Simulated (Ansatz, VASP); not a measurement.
**HPt6: VASP beside Ansatz**

```
Pt H
1.0
     5.61458    0.00000    0.00000
    -2.80729    4.86237    0.00000
     0.00000    0.00000   22.61974
Pt H
12 2
Direct
  0.33333 0.16667 0.17684
  0.33333 0.66667 0.17684
  0.83333 0.16667 0.17684
  0.83333 0.66667 0.17684
  0.16667 0.33333 0.27896
  0.16667 0.83333 0.27896
  0.66667 0.33333 0.27896
  0.66667 0.83333 0.27896
  0.00000 0.00000 0.38107
  0.00000 0.50000 0.38107
  0.50000 0.00000 0.38107
  0.50000 0.50000 0.38107
  0.18928 0.37856 0.54022
  0.31072 0.62144 0.54022
```

Alike in both runs: task single point; functional PBE; k mesh 6 × 6 × 1; occupations gaussian, width 0.1 eV; no spin polarisation.

|  | VASP | Ansatz |
| --- | --- | --- |
| version | VASP 6.6.1 | Ansatz 0.2.0 |
| potentials or method | VASP PAW PBE potentials, release 64 (Pt, H), cutoff 520 eV | scalar-relativistic, plane waves, PAW |
| valence electrons in the cell | 122 | 218 |

|  | VASP | Ansatz | Ansatz less VASP |
| --- | --- | --- | --- |
| gap on the k mesh at the Fermi level (eV) | none | none | - |
| rms of the force components (eV/Å) | 1.012 | 1.012 | 0.0000 |

Atom by atom the forces differ by 0.010 eV/Å (rms over components). A gap of «none» marks a metal or a gap that the smearing closes. VASP's potentials hold 122 valence electrons a cell and Ansatz's 218, so a difference there can come from the potentials and not from the codes.

Spin-orbit coupling is off throughout.
